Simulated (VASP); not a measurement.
Crystal: Ta2B2O.

```
Ta B O
1.0
     3.54713    0.00000    0.00000
    -1.77357    3.07191    0.00000
     0.00000    0.00000    5.67348
Ta B O
2 2 1
Direct
  0.66667 0.33333 0.76885
  0.33333 0.66667 0.23115
  0.66667 0.33333 0.37852
  0.33333 0.66667 0.62148
  0.00000 0.00000 0.00000
```

```yaml
Program: VASP 6.6.1
Task: relaxation of cell and atoms
Functional: PBE
Potentials_or_basis: VASP PAW PBE potentials, release 64 (Ta_pv, B, O)
Cutoff: 600 eV
k_mesh: 6 × 6 × 4
Occupations: gaussian, width 0.1 eV
Spin: no spin polarisation
```

At the start: pressure -3.0 GPa; volume 12.36 Å³/atom.

How do energy, volume and symmetry change on relaxing?

Over 23 steps the energy falls by 996.6 meV/atom and the volume is 10.65 Å³/atom (-13.9 %); space group P-3m1 (No. 164, to 0.05 Å).

The path:
| step | energy change (eV) | largest force (eV/Å) | pressure (GPa) | volume (Å³) |
| --- | --- | --- | --- | --- |
| 1 | 0.0000 | 0.6918 | -3.05 | 61.82 |
| 2 | -0.6795 | 2.2099 | 1.36 | 59.63 |
| 3 | -1.4490 | 4.1084 | 8.83 | 56.73 |
| 4 | -1.6361 | 7.2541 | 34.61 | 50.32 |
| 5 | -1.7729 | 6.7925 | 27.77 | 51.64 |
| 6 | -1.8227 | 6.8113 | 27.56 | 51.55 |
| 7 | -1.9612 | 6.7446 | 26.98 | 51.27 |
| 8 | -2.2154 | 6.6877 | 26.26 | 50.66 |
| 9 | -2.2824 | 5.1696 | 29.12 | 49.25 |
| 10 | -2.3823 | 5.9142 | 26.94 | 49.90 |
| 11 | -2.5598 | 5.7234 | 23.71 | 50.28 |
| 12 | -3.0295 | 5.1704 | 14.62 | 51.41 |
| 13 | -3.7056 | 4.1047 | -0.51 | 53.71 |
| 14 | -4.1594 | 2.1787 | -21.11 | 58.48 |
| 15 | -4.4947 | 1.6661 | -17.78 | 57.48 |
| 16 | -4.8066 | 0.3522 | -6.53 | 55.22 |
| 17 | -4.8121 | 0.0869 | -8.49 | 55.53 |
| 18 | -4.8972 | 0.2014 | -4.99 | 54.55 |
| 19 | -4.9570 | 0.3564 | 0.88 | 53.10 |
| 20 | -4.9586 | 0.3852 | 2.10 | 52.82 |
| 21 | -4.9715 | 0.2966 | 1.16 | 53.00 |
| 22 | -4.9808 | 0.2092 | -0.53 | 53.32 |
| 23 | -4.9830 | 0.0282 | 0.12 | 53.25 |

Final structure:
```
CELL_PARAMETERS angstrom
2.95259 0.00000 0.00000
-1.47630 2.55702 0.00000
0.00000 0.00000 7.05357
ATOMIC_POSITIONS crystal
Ta 0.66667 0.33333 0.77677
Ta 0.33333 0.66667 0.22323
B 0.66667 0.33333 0.46033
B 0.33333 0.66667 0.53967
O 0.00000 0.00000 0.00000
```
